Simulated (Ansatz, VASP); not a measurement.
Two plane-wave programs on SnSe

```
Sn Se
1.0
     0.00000    2.97275    2.97275
     2.97275    0.00000    2.97275
     2.97275    2.97275    0.00000
Sn Se
1 1
Direct
  0.00000 0.00000 0.00000
  0.50000 0.50000 0.50000
```

Alike in both runs: task relaxation of cell and atoms; functional PBEsol; k mesh 8 × 8 × 8; no spin polarisation.

|  | VASP | Ansatz |
| --- | --- | --- |
| version | VASP 6.6.1 | Ansatz 0.2.0 |
| potentials or method | VASP PAW PBE potentials, release 64 (Sn_d, Se), cutoff 600 eV | scalar-relativistic, plane waves, PAW |
| occupations | gaussian, width 0.01 eV | fixed |
| valence electrons in the cell | 20 | 30 |

Ansatz gave:

```
gap on the k mesh at the Fermi level, each at its own relaxed structure (eV) : 0.75
relaxed volume (Å³/atom)                                                     : 26.27
relaxed cell length with the largest relative difference (Å)                 : 4.204
```

Task: Estimate VASP's values.

Result: gap on the k mesh at the Fermi level, each at its own relaxed structure (eV): 0.75; relaxed volume (Å³/atom): 26.29; relaxed cell length with the largest relative difference (Å): 4.205.

VASP's potentials were made for PBE, not for PBEsol. VASP's potentials hold 20 valence electrons a cell and Ansatz's 30, so a difference there can come from the potentials and not from the codes.
